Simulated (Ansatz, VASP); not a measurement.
BeTe in VASP and in Ansatz

```
Be Te
1.0
     0.00000    2.74442    2.74442
     2.74442    0.00000    2.74442
     2.74442    2.74442    0.00000
Be Te
1 1
Direct
  0.00000 0.00000 0.00000
  0.75000 0.75000 0.75000
```

Alike in both runs: task single point; functional PBE; k mesh 8 × 8 × 8; occupations gaussian, width 0.02 eV; no spin polarisation.

```csv
,VASP,Ansatz
version,VASP 6.6.1,Ansatz 0.2.0
potentials or method,"VASP PAW PBE potentials, release 64 (Be, Te), cutoff 600 eV","scalar-relativistic, plane waves, PAW"
valence electrons in the cell,8,18
```

Ansatz gave:

| Quantity | Value |
| --- | --- |
| gap on the k mesh at the Fermi level (eV) | 1.79 |
| least direct gap on the mesh (eV) | 3.56 |
| pressure (GPa) | 6.4 |

Task: What did VASP give for the same quantities?

Result: gap on the k mesh at the Fermi level (eV): 1.77; least direct gap on the mesh (eV): 3.54; pressure (GPa): 6.6.

VASP's potentials hold 8 valence electrons a cell and Ansatz's 18, so a difference there can come from the potentials and not from the codes.

Spin-orbit coupling is off throughout.
